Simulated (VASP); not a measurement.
# Ni2Ge (P6_3/mmc) in VASP: notebook, part 2 of 2

VASP 6.6.1. The steps go on from the part before.

## (3) Single point, r2SCAN

This run uses another cell than the first one, of 11.49 Å³/atom.

File POSCAR:

```
Ni2Ge
1.0
    3.9798102787      0.0000000000      0.0000000000
   -1.9899051393      3.4466168036      0.0000000000
    0.0000000000      0.0000000000      5.0238781100
Ni Ge
4 2
Direct
    0.6666666700      0.3333333300      0.2500000000
    0.3333333300      0.6666666700      0.7500000000
    0.0000000000      0.0000000000      0.0000000000
    0.0000000000      0.0000000000      0.5000000000
    0.6666666700      0.3333333300      0.7500000000
    0.3333333300      0.6666666700      0.2500000000
```

File INCAR.step1:

```
PREC = Accurate
ENCUT = 520
ISMEAR = 0
SIGMA = 0.1
LREAL = F
LASPH = T
NELM = 80
NBANDS = 43
GGA = PE
ALGO = Normal
EDIFF = 1E-4
LWAVE = T
LCHARG = F
```

File INCAR.step2:

```
PREC = Accurate
ENCUT = 520
EDIFF = 1E-7
ISMEAR = 0
SIGMA = 0.1
LREAL = F
LASPH = T
NELM = 80
ALGO = Normal
ISIF = 2
LWAVE = F
LCHARG = F
METAGGA = R2SCAN
LMIXTAU = T
NBANDS = 43
ISTART = 1
```

File KPOINTS:

```
Automatic mesh
0
Gamma
  12 12 8
```

Potentials or basis: VASP PAW PBE potentials, release 64 (Ni, Ge_d).

Command:

```bash
$ cat potpaw_PBE.64/Ni/POTCAR potpaw_PBE.64/Ge_d/POTCAR > POTCAR
$ cp INCAR.step1 INCAR
$ mpirun -np 1 vasp_std > vasp.out
$ cp INCAR.step2 INCAR
$ mpirun -np 1 vasp_std > vasp.out
```

OUTCAR:

```text
PREC = Accurate
   ENCUT = 520
   EDIFF = 1E-7
   ISMEAR = 0
   LREAL = F
   LASPH = T
   NELM = 80
   ISIF = 2
   METAGGA = R2SCAN
   ISTART = 1

 ion  position               nearest neighbor table
   1  0.667  0.333  0.250-   6 2.30   6 2.30   6 2.30   5 2.51   5 2.51   3 2.62   4 2.62   3 2.62
                             4 2.62   3 2.62   4 2.62
   2  0.333  0.667  0.750-   5 2.30   5 2.30   5 2.30   6 2.51   6 2.51   3 2.62   4 2.62   4 2.62
                             3 2.62   4 2.62   3 2.62
   3  0.000  0.000  0.000-   4 2.51   4 2.51   1 2.62   5 2.62   6 2.62   2 2.62   2 2.62   6 2.62
                             1 2.62   5 2.62   1 2.62   5 2.62   2 2.62   6 2.62
   4  0.000  0.000  0.500-   3 2.51   3 2.51   1 2.62   5 2.62   6 2.62   2 2.62   2 2.62   6 2.62
                             1 2.62   5 2.62   1 2.62   5 2.62   2 2.62   6 2.62
   5  0.667  0.333  0.750-   2 2.30   2 2.30   2 2.30   1 2.51   1 2.51   3 2.62   4 2.62   3 2.62
                             4 2.62   3 2.62   4 2.62
   6  0.333  0.667  0.250-   1 2.30   1 2.30   1 2.30   2 2.51   2 2.51   3 2.62   4 2.62   4 2.62
                             3 2.62   4 2.62   3 2.62

  LATTYP: Found a hexagonal cell.
 ALAT       =     3.9798102787
 C/A-ratio  =     1.2623411063

  Lattice vectors:

 A1 = (   3.9798102787,   0.0000000000,   0.0000000000)
[... 188 lines left out ...]
 E-fermi :  10.2047     XC(G=0): -14.5791

 val. band max:       10.2036332126   @ k =   0.2500   0.0000   0.3750
 cond. band min:      10.2078758677   @ k =   0.1667   0.0000   0.0000
 fundamental gap:      0.0042426551
 Fermi energy:        10.2047046419

 k-point     1 :       0.0000    0.0000    0.0000
  band No.  band energies     occupation
      1     -15.4028      2.00000
      2     -15.3928      2.00000
      3     -15.3710      2.00000
      4     -15.3710      2.00000
      5     -15.3358      2.00000
      6     -15.3358      2.00000
[... 1093 lines left out ...]
     42      18.0808      0.00000
     43      19.2724      0.00000

 [... further k-points ...]
[... 5 lines left out ...]
  --------------------------------------------------------------------------------------
  -------------------------------------------------------------------------------------
  Total        0.1428402      0.1428402      0.3628937      0.0000000      0.0000000     -0.0000000
  in kB        3.3209824      3.3209824      8.4371462      0.0000000      0.0000000     -0.0000000
  external PRESSURE =       5.0263703 kB  Pullay stress =       0.0000000 kB

 VOLUME and BASIS-vectors are now :
 -----------------------------------------------------------------------------
  energy-cutoff  :      520.00
  volume of cell :       68.91
      direct lattice vectors                 reciprocal lattice vectors
     3.979810279  0.000000000  0.000000000     0.251268259  0.145069797  0.000000000
    -1.989905139  3.446616804  0.000000000     0.000000000  0.290139594  0.000000000
     0.000000000  0.000000000  5.023878110     0.000000000  0.000000000  0.199049415

 POSITION                                       TOTAL-FORCE (eV/Angst)
 -----------------------------------------------------------------------------------
      1.98991      1.14887      1.25597         0.000000     -0.000000      0.000000
     -0.00000      2.29774      3.76791         0.000000      0.000000      0.000000
      0.00000      0.00000      0.00000        -0.000000     -0.000000      0.000000
      0.00000      0.00000      2.51194        -0.000000     -0.000000      0.000000
      1.98991      1.14887      3.76791        -0.000000     -0.000000      0.000000
     -0.00000      2.29774      1.25597        -0.000000      0.000000      0.000000
 -----------------------------------------------------------------------------------
    total drift:                               -0.000000      0.000000      0.000000

  FREE ENERGIE OF THE ION-ELECTRON SYSTEM (eV)
  ---------------------------------------------------
  free  energy   TOTEN  =       -77.0291903792 eV

  energy  without entropy=      -77.0109092802  energy(sigma->0) =      -77.02004983
```

OSZICAR.step1:

```text
N       E                     dE             d eps       ncg     rms          rms(c)
DAV:   1     0.594538124420E+03    0.59454E+03   -0.29470E+04  9460   0.387E+03
DAV:   2     0.657099891914E+02   -0.52883E+03   -0.50561E+03  8170   0.717E+02
DAV:   3    -0.310576239335E+02   -0.96768E+02   -0.93302E+02  8190   0.223E+02
DAV:   4    -0.361154888966E+02   -0.50579E+01   -0.50197E+01  9161   0.606E+01
DAV:   5    -0.362225287209E+02   -0.10704E+00   -0.10699E+00  9836   0.849E+00    0.197E+01
DAV:   6    -0.367670347806E+02   -0.54451E+00   -0.43858E+01 10219   0.792E+01    0.192E+01
DAV:   7    -0.328768221886E+02    0.38902E+01   -0.14178E+01  9032   0.718E+01    0.965E+00
DAV:   8    -0.328677776038E+02    0.90446E-02   -0.49420E+00  9472   0.444E+01    0.693E+00
DAV:   9    -0.325554747277E+02    0.31230E+00   -0.10919E+00 10258   0.230E+01    0.184E+00
DAV:  10    -0.325329449747E+02    0.22530E-01   -0.25433E-01  8982   0.549E+00    0.568E-01
DAV:  11    -0.325318745831E+02    0.10704E-02   -0.26228E-02  9129   0.191E+00    0.253E-01
DAV:  12    -0.325320261787E+02   -0.15160E-03   -0.28485E-03  8115   0.907E-01    0.138E-01
DAV:  13    -0.325319081616E+02    0.11802E-03   -0.72143E-04  7967   0.490E-01    0.325E-02
DAV:  14    -0.325319116378E+02   -0.34762E-05   -0.10177E-04  4474   0.110E-01
   1 F= -.32531912E+02 E0= -.32522223E+02  d E =-.193765E-01
```

It took 33 min on 1 thread of Oxide Virtual Turin-like, shared host; peak memory 0.31 GiB.

What came out:

```
Free energy            : -77.0292 eV
Pressure               : 0.5 GPa
Band gap on the k mesh : zero (bands 34 and 35 overlap by 3.07 eV)
```

Caveat: the PAW data sets were made with another functional, which shifts forces and pressure a little. Spin polarisation is off, so any magnetic state and its effect on volume and gap are missing.
